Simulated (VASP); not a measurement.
# LiH (Fm-3m) in VASP: notebook, part 2 of 2

VASP 6.6.1. The steps go on from the part before.

## (3) Single point, PBEsol

Contents of INCAR:

```
SYSTEM = LiH
  ALGO = Normal
  EDIFF = 1E-7
  ENCUT = 520
  GGA = PS
  ISIF = 2
  ISMEAR = 0
  LASPH = .True.
  LCHARG = .False.
  LREAL = .False.
  LWAVE = .False.
  NBANDS = 9
  NELM = 80
  PREC = Accurate
  SIGMA = 0.5
```

Contents of KPOINTS:

```
k-points
0
Gamma
  8 8 8
  0 0 0
```

Contents of POSCAR:

```
LiH
1.0
    0.0000000000      1.9984726907      1.9984726907
    1.9984726907      0.0000000000      1.9984726907
    1.9984726907      1.9984726907      0.0000000000
Li H
1 1
Direct
    0.0000000000      0.0000000000      0.0000000000
    0.5000000000      0.5000000000      0.5000000000
```

Potentials or basis: VASP PAW PBE potentials, release 64 (Li_sv, H).

The run is started by

```console
$ cat potpaw_PBE.64/Li_sv/POTCAR potpaw_PBE.64/H/POTCAR > POTCAR
$ mpirun -np 1 vasp_std > vasp.out
```

OUTCAR:

```text
SYSTEM = LiH
   EDIFF = 1E-7
   ENCUT = 520
   GGA = PS
   ISIF = 2
   ISMEAR = 0
   LASPH = .True.
   LREAL = .False.
   NELM = 80
   PREC = Accurate

 ion  position               nearest neighbor table
   1  0.000  0.000  0.000-
   2  0.500  0.500  0.500-

  LATTYP: Found a face centered cubic cell.
 ALAT       =     3.9969453814

  Lattice vectors:

 A1 = (   0.0000000000,   1.9984726907,   1.9984726907)
 A2 = (   1.9984726907,   0.0000000000,   1.9984726907)
 A3 = (   1.9984726907,   1.9984726907,   0.0000000000)

Analysis of symmetry for initial positions (statically):
=====================================================================
 Subroutine PRICEL returns:
 Original cell was already a primitive cell.

 Routine SETGRP: Setting up the symmetry group for a
 face centered cubic supercell.

 Subroutine GETGRP returns: Found 48 space group operations
 (whereof 48 operations were pure point group operations)
 out of a pool of 48 trial point group operations.

The static configuration has the point symmetry O_h .

Analysis of symmetry for dynamics (positions and initial velocities):
=====================================================================
 Subroutine PRICEL returns:
 Original cell was already a primitive cell.

 Routine SETGRP: Setting up the symmetry group for a
 face centered cubic supercell.

 Subroutine GETGRP returns: Found 48 space group operations
 (whereof 48 operations were pure point group operations)
 out of a pool of 48 trial point group operations.

The dynamic configuration has the point symmetry O_h .

 Subroutine INISYM returns: Found 48 space group operations
 (whereof 48 operations are pure point group operations),
 and found     1 'primitive' translations

----------------------------------------------------------------------------------------

                                     Primitive cell

  volume of cell :      15.9634

[... 108 lines left out ...]
     AMIX_MAG =   1.60;   BMIX_MAG =  1.00
  volume/ion in A,a.u.               =       7.98        53.86
  Fermi-wavevector in a.u.,A,eV,Ry     =   1.032096  1.950378 14.493217  1.065221
  Thomas-Fermi vector in A             =   2.166276
   LORBIT       =      0    0 simple, 1 ext, 2 COOP (PROOUT), +10 PAW based schemes
   GGA     = PS    functional components
   LHFCALC =     F    Hartree Fock is set to
   AEXX    =    0.0000 exact exchange contribution
   IVDW    =     0    specifies the selected vdW correction
   LEPSILON=     F    determine dielectric tensor
   LRPA    =     F    only Hartree local field effects (RPA)
 non-spin polarized calculation
 Gauss-broadening in eV      SIGMA  =   0.50
  energy-cutoff  :      520.00
  volume of cell :       15.96
 maximum number of plane-waves:       445
 NGX is ok and might be reduce to    24
   NGX = 11   NGY = 11   NGZ = 11

 number of electron       3.9999996 magnetization

 Free energy of the ion-electron system (eV)
  ---------------------------------------------------
  ext. energy  EPLUGINS =         0.00000000
  ---------------------------------------------------
  free energy    TOTEN  =        -6.12009590 eV

  energy without entropy =       -6.12009330  energy(sigma->0) =       -6.12009460

 E-fermi :   1.5968     XC(G=0):  -8.6389

 val. band max:        0.1982801845   @ k =   0.5000   0.5000   0.0000
 cond. band min:       2.9376637029   @ k =   0.5000   0.5000   0.0000
 fundamental gap:      2.7393835184
 Fermi energy:         1.5968062624

 k-point     1 :       0.0000    0.0000    0.0000
  band No.  band energies     occupation
      1     -43.4973      2.00000
      2      -5.3781      2.00000
      3      16.4152      0.00000
      4      18.0135      0.00000
      5      18.0135      0.00000
      6      18.0135      0.00000
      7      22.6435      0.00000
      8      22.6435      0.00000
      9      22.6435      0.00000
[... 265 lines left out ...]
 k-point    24 :      -0.3750    0.2500    0.1250
  band No.  band energies     occupation
      1     -43.4381      2.00000
      2      -1.5956      2.00000
      3       5.0782      0.00000
      4       8.9126      0.00000
      5      13.3834      0.00000
      6      16.5418      0.00000
      7      23.2016      0.00000
      8      26.2752      0.00000
      9      27.4522      0.00000

 [... further k-points ...]
[... 5 lines left out ...]
  --------------------------------------------------------------------------------------
  -------------------------------------------------------------------------------------
  Total       -0.0630898     -0.0630898     -0.0630898      0.0000000      0.0000000     -0.0000000
  in kB       -6.3320619     -6.3320619     -6.3320619      0.0000000      0.0000000     -0.0000000
  external PRESSURE =      -6.3320619 kB  Pullay stress =       0.0000000 kB

 VOLUME and BASIS-vectors are now :
 -----------------------------------------------------------------------------
  energy-cutoff  :      520.00
  volume of cell :       15.96
      direct lattice vectors                 reciprocal lattice vectors
     0.000000000  1.998472691  1.998472691    -0.250191060  0.250191060  0.250191060
     1.998472691  0.000000000  1.998472691     0.250191060 -0.250191060  0.250191060
     1.998472691  1.998472691  0.000000000     0.250191060  0.250191060 -0.250191060

 POSITION                                       TOTAL-FORCE (eV/Angst)
 -----------------------------------------------------------------------------------
      0.00000      0.00000      0.00000         0.000000      0.000000     -0.000000
      1.99847      1.99847      1.99847        -0.000000     -0.000000      0.000000
 -----------------------------------------------------------------------------------
    total drift:                                0.000000     -0.000000     -0.000000

  FREE ENERGIE OF THE ION-ELECTRON SYSTEM (eV)
  ---------------------------------------------------
  free  energy   TOTEN  =        -6.1200958981 eV

  energy  without entropy=       -6.1200933009  energy(sigma->0) =       -6.12009460
```

OSZICAR:

```text
N       E                     dE             d eps       ncg     rms          rms(c)
DAV:   1    -0.124121565845E+01   -0.12412E+01   -0.13169E+03   530   0.393E+02
DAV:   2    -0.627686173078E+01   -0.50356E+01   -0.49902E+01   735   0.569E+01
DAV:   3    -0.634393546315E+01   -0.67074E-01   -0.67049E-01   675   0.564E+00
DAV:   4    -0.634419463137E+01   -0.25917E-03   -0.25915E-03   689   0.299E-01
DAV:   5    -0.634419571314E+01   -0.10818E-05   -0.10819E-05   688   0.141E-02    0.269E+00
DAV:   6    -0.617526285017E+01    0.16893E+00   -0.14256E-01   579   0.114E+00    0.134E+00
DAV:   7    -0.611899265073E+01    0.56270E-01   -0.17248E-01   592   0.142E+00    0.201E-01
DAV:   8    -0.612013180736E+01   -0.11392E-02   -0.36154E-03   596   0.427E-01    0.322E-02
DAV:   9    -0.612009833005E+01    0.33477E-04   -0.95171E-05   658   0.404E-02    0.637E-03
DAV:  10    -0.612009620513E+01    0.21249E-05   -0.34504E-06   613   0.138E-02    0.245E-03
DAV:  11    -0.612009602113E+01    0.18400E-06   -0.14605E-07   667   0.247E-03    0.596E-04
DAV:  12    -0.612009584095E+01    0.18018E-06   -0.35142E-09   393   0.565E-04    0.645E-04
DAV:  13    -0.612009589813E+01   -0.57178E-07   -0.88422E-09   352   0.544E-04
   1 F= -.61200959E+01 E0= -.61200946E+01  d E =-.259728E-05
```

stdout:

```text
POSCAR found type information on POSCAR LiH
 POSCAR found :  2 types and       2 ions
 scaLAPACK will be used
 -----------------------------------------------------------------------------
|                                                                             |
|                                                                             |
|     You enforced a specific xc type in the INCAR file but a different       |
|     I HOPE YOU KNOW WHAT YOU ARE DOING!                                     |
|                                                                             |
 -----------------------------------------------------------------------------

 LDA part: xc-table for (Slater+PW92), standard interpolation
 POSCAR, INCAR and KPOINTS ok, starting setup
 FFT: planning ... GRIDC
 FFT: planning ... GRID_SOFT
 FFT: planning ... GRID
 WAVECAR not read
 entering main loop
```

It took 5.5 s on 1 thread of AMD EPYC 7R13 (Zen 3), shared host; peak memory 0.1 GiB.

Results:

| Quantity | Value |
| --- | --- |
| Free energy | -6.1201 eV |
| Band gap on the k mesh | 2.74 eV, direct |

Caveat: the cutoff is under 1.25 times the usual one of these potentials, so pressure, stress and relaxed cells hold a basis-set (Pulay) error; the PAW data sets were made with another functional, which shifts forces and pressure a little.

## (4) Single point, PBEsol

Contents of INCAR:

```
PREC = Accurate ; ENCUT = 520
EDIFF = 1E-6 ; ISMEAR = -1
SIGMA = 0.001 ; LREAL = F
LASPH = T ; NELM = 100
ALGO = Normal ; ISIF = 2
LWAVE = F ; LCHARG = F
GGA = PS ; NBANDS = 9
```

Contents of KPOINTS:

```
Automatic mesh
0
Gamma
  8 8 8
```

POSCAR is that of step 3.

The run is started by

```console
$ cat potpaw_PBE.64/Li_sv/POTCAR potpaw_PBE.64/H/POTCAR > POTCAR
$ mpirun -np 1 vasp_std > vasp.out
```

Run time: 5.4 s. Hardware: 1 thread of AMD EPYC 7R13 (Zen 3), shared host; peak memory 0.1 GiB.

Results (log left out):

* Free energy: -6.1201 eV
* Band gap on the k mesh: 2.74 eV, direct

Levels at points of the mesh, in eV from the valence-band top:
| k point | band 1 | band 2 | band 3 | band 4 | band 5 | band 6 |
| --- | --- | --- | --- | --- | --- | --- |
| (0.00, 0.00, 0.00) | -43.70 | -5.58 | 16.22 | 17.82 | 17.82 | 17.82 |
| (0.50, 0.00, 0.00) | -43.64 | -2.73 | 4.72 | 13.64 | 16.37 | 16.37 |
| (0.50, 0.50, 0.00) | -43.63 | 0.00 | 2.74 | 10.66 | 10.66 | 13.74 |

Caveat: the cutoff is under 1.25 times the usual one of these potentials, so pressure, stress and relaxed cells hold a basis-set (Pulay) error; the PAW data sets were made with another functional, which shifts forces and pressure a little. Expect the measured gap to be larger: semilocal functionals such as PBEsol lack the derivative discontinuity.

## (5) Single point, PBEsol

Contents of INCAR:

```
PREC = Accurate ; ENCUT = 520
EDIFF = 1E-6 ; ISMEAR = 1
SIGMA = 0.001 ; LREAL = False
LASPH = True ; NELM = 60
ALGO = Normal ; ISIF = 2
LWAVE = False ; LCHARG = False
GGA = PS ; NBANDS = 9
```

KPOINTS is that of step 4.

POSCAR is that of step 4.

The run is started by

```console
$ cat potpaw_PBE.64/Li_sv/POTCAR potpaw_PBE.64/H/POTCAR > POTCAR
$ mpirun -np 1 vasp_std > vasp.out
```

Wall time 5 s (1 thread of AMD EPYC 7R13 (Zen 3), shared host); peak memory 0.1 GiB.

It converged, with:

```
Free energy            : -6.1201 eV
Band gap on the k mesh : 2.74 eV, direct
```

Levels at points of the mesh, in eV from the valence-band top:
```csv
k point,band 1,band 2,band 3,band 4,band 5
"(0.00, 0.00, 0.00)",-43.70,-5.58,16.22,17.82,17.82
"(0.50, 0.00, 0.00)",-43.64,-2.73,4.72,13.64,16.37
"(0.50, 0.50, 0.00)",-43.63,0.00,2.74,10.66,10.66
```

Caveat: the cutoff is under 1.25 times the usual one of these potentials, so pressure, stress and relaxed cells hold a basis-set (Pulay) error; the PAW data sets were made with another functional, which shifts forces and pressure a little.

## (6) Single point, PBEsol

Contents of INCAR:

```
PREC = Accurate
ENCUT = 520
EDIFF = 1E-6
ISMEAR = 0
SIGMA = 0.01
LREAL = False
LASPH = True
NELM = 100
ALGO = Normal
ISIF = 2
LWAVE = False
LCHARG = True
GGA = PS
LELF = True
LVHAR = True
NBANDS = 9
ISYM = 0
```

Contents of KPOINTS:

```
Automatic mesh
0
Gamma
  8 8 8
  0 0 0.5
```

POSCAR is that of step 5.

Potentials or basis: VASP PAW PBE potentials, release 64 (Li_sv, H).

The run is started by

```console
$ cat potpaw_PBE.64/Li_sv/POTCAR potpaw_PBE.64/H/POTCAR > POTCAR
$ mpirun -np 1 vasp_std > vasp.out
```

OUTCAR:

```text
PREC = Accurate
   ENCUT = 520
   EDIFF = 1E-6
   ISMEAR = 0
   LREAL = False
   LASPH = True
   NELM = 100
   ISIF = 2
   GGA = PS
   ISYM = 0

 ion  position               nearest neighbor table
   1  0.000  0.000  0.000-
   2  0.500  0.500  0.500-

IMPORTANT INFORMATION: All symmetrisations will be switched off!
NOSYMM: (Re-)initialisation of all symmetry stuff for point group C_1.

----------------------------------------------------------------------------------------

                                     Primitive cell
[... 430 lines left out ...]
      6      17.9067      0.00000
      7      22.0436      0.00000
      8      22.6374      0.00000
      9      24.1621      0.00000

 [... further k-points ...]
[... 5 lines left out ...]
  --------------------------------------------------------------------------------------
  -------------------------------------------------------------------------------------
  Total       -0.0643653     -0.0643658     -0.0643651      0.0000123      0.0000123      0.0000127
  in kB       -6.4600748     -6.4601326     -6.4600610      0.0012366      0.0012333      0.0012796
  external PRESSURE =      -6.4600895 kB  Pullay stress =       0.0000000 kB

 VOLUME and BASIS-vectors are now :
 -----------------------------------------------------------------------------
  energy-cutoff  :      520.00
  volume of cell :       15.96
      direct lattice vectors                 reciprocal lattice vectors
     0.000000000  1.998472691  1.998472691    -0.250191060  0.250191060  0.250191060
     1.998472691  0.000000000  1.998472691     0.250191060 -0.250191060  0.250191060
     1.998472691  1.998472691  0.000000000     0.250191060  0.250191060 -0.250191060

 POSITION                                       TOTAL-FORCE (eV/Angst)
 -----------------------------------------------------------------------------------
      0.00000      0.00000      0.00000        -0.000001     -0.000000     -0.000000
      1.99847      1.99847      1.99847         0.000001      0.000000      0.000000
 -----------------------------------------------------------------------------------
    total drift:                               -0.000001      0.000001     -0.000001

  FREE ENERGIE OF THE ION-ELECTRON SYSTEM (eV)
  ---------------------------------------------------
  free  energy   TOTEN  =        -6.1203867391 eV

  energy  without entropy=       -6.1203867391  energy(sigma->0) =       -6.12038674
```

stdout:

```text
POSCAR found type information on POSCAR LiH
 POSCAR found :  2 types and       2 ions
 scaLAPACK will be used
 -----------------------------------------------------------------------------
|                                                                             |
|                                                                             |
|     You enforced a specific xc type in the INCAR file but a different       |
|     I HOPE YOU KNOW WHAT YOU ARE DOING!                                     |
|                                                                             |
 -----------------------------------------------------------------------------

 LDA part: xc-table for (Slater+PW92), standard interpolation
 POSCAR, INCAR and KPOINTS ok, starting setup
 FFT: planning ... GRIDC
 FFT: planning ... GRID_SOFT
 FFT: planning ... GRID
 WAVECAR not read
 entering main loop
```

Wall time 1.7 min (1 thread of AMD EPYC 7R13 (Zen 3), shared host); peak memory 0.21 GiB.

Results:

- Free energy: -6.1204 eV
- Band gap on the k mesh: 3.36 eV, direct

Caveat: the cutoff is under 1.25 times the usual one of these potentials, so pressure, stress and relaxed cells hold a basis-set (Pulay) error; the PAW data sets were made with another functional, which shifts forces and pressure a little.

## (7) Overview

```csv
k mesh,smearing,gap on the mesh (eV)
8 × 8 × 8,methfessel-paxton 0.2 eV,2.74
8 × 8 × 8,gaussian 0.5 eV,2.74
8 × 8 × 8,fermi-dirac 0.001 eV,2.74
8 × 8 × 8,methfessel-paxton 0.001 eV,2.74
"8 × 8 × 8, shifted",gaussian 0.01 eV,3.36
```

Alike in all rows: task single point; level PBEsol; potentials or basis VASP PAW PBE potentials, release 64 (Li_sv, H); no spin polarisation; cell as given; cutoff (eV) 520.

On the cell as given the gap runs from 2.74 eV (PBEsol) to 3.36 eV (PBEsol).

Caveats: the cutoff is under 1.25 times the usual one of these potentials, so pressure, stress and relaxed cells hold a basis-set (Pulay) error; the PAW data sets were made with another functional, which shifts forces and pressure a little.

Total energies depend on the potentials used, so only differences within one code and one set of settings carry meaning.
